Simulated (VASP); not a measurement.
Set up this calculation in VASP 6.6.1, as the native input.

- Task: relaxation of cell and atoms
- Functional: PBE
- Potentials or basis: VASP PAW PBE potentials, release 64 (Ta_pv, Bi_d)
- Cutoff: 600 eV
- k mesh: 13 × 13 × 13
- Occupations: fermi-dirac, width 0.1 eV
- Spin: no spin polarisation
- Target pressure: 200 GPa
- Dipole correction: no
- Further INCAR settings: ALGO = Normal; EDIFF = 1e-06; IBRION = 2; EDIFFG = -0.005; NSW = 60; ISIF = 3

The structure of TaBi (rocksalt type) lies in POSCAR:

```
TaBi
1.0
    0.0000000000      2.4165584734      2.4165584734
    2.4165584734      0.0000000000      2.4165584734
    2.4165584734      2.4165584734      0.0000000000
Ta Bi
1 1
Direct
    0.0000000000      0.0000000000      0.0000000000
    0.5000000000      0.5000000000      0.5000000000
```

These files were run (other wordings do the same):

INCAR

```
SYSTEM = TaBi
ALGO = Normal
EDIFF = 1E-6
EDIFFG = -0.005
ENCUT = 600
GGA = PE
IBRION = 2
ISIF = 3
ISMEAR = -1
LASPH = .True.
LCHARG = .False.
LREAL = .False.
LWAVE = .False.
NELM = 80
NSW = 60
PREC = Accurate
PSTRESS = 2000.0
SIGMA = 0.1
```

KPOINTS

```
k-points
0
Gamma
  13 13 13
  0 0 0
```

Potentials or basis: VASP PAW PBE potentials, release 64 (Ta_pv, Bi_d).

Launch:

```console
$ cat potpaw_PBE.64/Ta_pv/POTCAR potpaw_PBE.64/Bi_d/POTCAR > POTCAR
$ mpirun -np 1 vasp_std > vasp.out
```

It gave:

| Property | Result |
| --- | --- |
| Relaxed volume | 14.07 Å³/atom |
| Relaxed cell | a = 3.414 Å, b = 3.414 Å, c = 3.414 Å, α = 60.00°, β = 60.00°, γ = 60.00° |
| Space group after relaxing (to 0.05 Å) | Fm-3m (No. 225) |
| Energy change on relaxing (the enthalpy is what falls) | +49.3 meV/atom |
| Ionic steps | 3 |
| Pressure after relaxing | 200.0 GPa |
| Band gap on the k mesh | zero (band 13 reaches 16.16 eV, above the bottom of band 14 at 14.61 eV) |

Caveat: the cell is relaxed towards a set pressure, so the enthalpy falls and the energy may rise; spin-orbit coupling is left out, which moves the levels of the heavy elements.

It took 47 s on 1 thread of Intel(R) Xeon(R) 6975P-C (Granite Rapids), on a shared host, peak memory 0.2 GiB.
